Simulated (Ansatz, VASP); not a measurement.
# SrCl2: VASP beside Ansatz

The input INCAR:

```
  PREC = Accurate
  ENCUT = 520
  EDIFF = 1E-7
  ISMEAR = -1
  SIGMA = 0.02
  LREAL = F
  LASPH = T
  NELM = 80
  ALGO = Normal
  ISIF = 2
  LWAVE = F
  LCHARG = F
  GGA = PE
  NBANDS = 19
```

KPOINTS

```
Automatic mesh
0
Gamma
  6 6 6
```

File POSCAR:

```
SrCl2
1.0
   -0.0317126440      3.4660054413      3.4660054413
    3.4660054413     -0.0317126440      3.4660054413
    3.4660054413      3.4660054413     -0.0317126440
Sr Cl
1 2
Direct
    0.0000000000      0.0000000000      0.0000000000
    0.2509350007      0.2509350007      0.2509350007
    0.7490649993      0.7490649993      0.7490649993
```

Input for Ansatz:

```yaml
crystal:
  lattice:
    - [-0.031712644, 3.4660054413, 3.4660054413]
    - [3.4660054413, -0.031712644, 3.4660054413]
    - [3.4660054413, 3.4660054413, -0.031712644]
  atoms:
    - { symbol: Sr, position: [0.0, 0.0, 0.0] }
    - { symbol: Cl, position: [0.2509350007, 0.2509350007, 0.2509350007] }
    - { symbol: Cl, position: [0.7490649993, 0.7490649993, 0.7490649993] }
kpoints:
  mp_grid: { grid: [6, 6, 6] }
  band_path:
    path:
      - [0.0, 0.0, 0.0]
      - [0.5, 0.0, 0.5]
      - [0.625, 0.25, 0.625]
      - [0.375, 0.375, 0.75]
      - [0.5, 0.5, 0.5]
      - [0.5, 0.25, 0.75]
      - [0.0, 0.5, 0.5]
    npoints: 1
hamiltonian:
  xc: pbe
scf:
  occupations: { method: fermi_dirac, width: 0.02 }
  n_extra_bands: 4
output:
  forces: true
  stress: true
  eigenvalues: true
```

Change from the starting cell: shear_111 strain -1.4%.

Alike in both runs: task single point; functional PBE; k mesh 6 × 6 × 6; occupations fermi-dirac, width 0.02 eV; no spin polarisation.

|  | VASP | Ansatz |
| --- | --- | --- |
| version | VASP 6.6.1 | Ansatz 0.2.0 |
| potentials or method | VASP PAW PBE potentials, release 64 (Sr_sv, Cl) | plane waves, PAW |
| plane-wave cutoff (eV) | 520 | 420 |
| valence electrons in the cell | 24 | 24 |

Ansatz gave:

| Item | Value |
| --- | --- |
| gap on the k mesh at the Fermi level (eV) | 5.37 |
| pressure (GPa) | 1.2 |
| traceless stress, the component that is largest in VASP (GPa) | 0.08 |

Which values does VASP return?

gap on the k mesh at the Fermi level (eV): 5.36; pressure (GPa): 1.3; traceless stress, the component that is largest in VASP (GPa): 0.08.

The functional is the same, so the differences come from potentials, cutoffs and numerics.
